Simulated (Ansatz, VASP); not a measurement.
## Two plane-wave programs on TiO2

File INCAR:

```
SYSTEM = TiO2
PREC = Accurate
ENCUT = 520
EDIFF = 1E-6
ISMEAR = 0
SIGMA = 0.05
LREAL = .FALSE.
LASPH = .TRUE.
NELM = 150
ALGO = Normal
ISIF = 2
LWAVE = .FALSE.
LCHARG = .FALSE.
LMAXMIX = 4
LDAU = .TRUE.
LDAUTYPE = 2
LDAUL = 2 -1
LDAUU = 4 0
LDAUJ = 0 0
LDAUPRINT = 1
GGA = PE
NBANDS = 33
```

File KPOINTS:

```
Automatic mesh
0
G
  6 6 6
  0 0 0
```

The input POSCAR:

```
TiO2
1.0
    2.7556872760     -2.7557638530     -0.0205630457
    2.7556872760      2.7557638530     -0.0205630457
   -2.7183033669      0.0000000000      5.0124994207
Ti O
2 4
Direct
    0.1250069486      0.8749930514      0.2500000000
    0.8749930514      0.1250069486      0.7500000000
    0.3363578248      0.0863811001      0.6727253715
    0.6636421752      0.9136188999      0.3272746285
    0.9136188999      0.6636421752      0.8272746285
    0.0863811001      0.3363578248      0.1727253715
```

Input for Ansatz:

```yaml
crystal:
  lattice:
    - [2.755687276, -2.755763853, -0.0205630457]
    - [2.755687276, 2.755763853, -0.0205630457]
    - [-2.7183033669, 0.0, 5.0124994207]
  atoms:
    - { symbol: Ti, position: [0.1250069486, 0.8749930514, 0.25] }
    - { symbol: Ti, position: [0.8749930514, 0.1250069486, 0.75] }
    - { symbol: O, position: [0.3363578248, 0.0863811001, 0.6727253715] }
    - { symbol: O, position: [0.6636421752, 0.9136188999, 0.3272746285] }
    - { symbol: O, position: [0.9136188999, 0.6636421752, 0.8272746285] }
    - { symbol: O, position: [0.0863811001, 0.3363578248, 0.1727253715] }
basis:
  ecutwfc: 520.0
kpoints:
  mp_grid: { grid: [6, 6, 6] }
hamiltonian:
  xc: pbe
  pseudopotentials: { kind: paw, azcp: { folder: soft_1 } }
  hubbard: { sites: [{ species: Ti, l: d, u_eff: 4.0 }] }
scf:
  occupations: { method: gaussian, width: 0.05 }
output:
  forces: true
  stress: true
  eigenvalues: true
```

Alike in both runs: task single point; functional PBE; k mesh 6 × 6 × 6; occupations gaussian, width 0.05 eV; no spin polarisation; Hubbard terms Ti d U = 4.0 eV.

|  | VASP | Ansatz |
| --- | --- | --- |
| version | VASP 6.6.1 | Ansatz 0.2.0 |
| potentials or method | VASP PAW PBE potentials, release 64 (Ti_sv, O), cutoff 520 eV | scalar-relativistic, plane waves, PAW |
| valence electrons in the cell | 48 | 48 |

|  | VASP | Ansatz | Ansatz less VASP |
| --- | --- | --- | --- |
| gap on the k mesh at the Fermi level (eV) | 2.29 | 2.23 | -0.058 |
| least direct gap on the mesh (eV) | 2.70 | 2.64 | -0.064 |
| pressure (GPa) | -9.6 | -12.8 | -3.21 |
| traceless stress, the component that is largest in VASP (GPa) | -4.88 | -3.78 | +1.100 |
| rms of the force components (eV/Å) | 0.392 | 0.440 | +0.0480 |

The programs project onto different local orbitals, so the same U acts differently, and such runs can settle in different states. Atom by atom the forces differ by 0.048 eV/Å (rms over components).
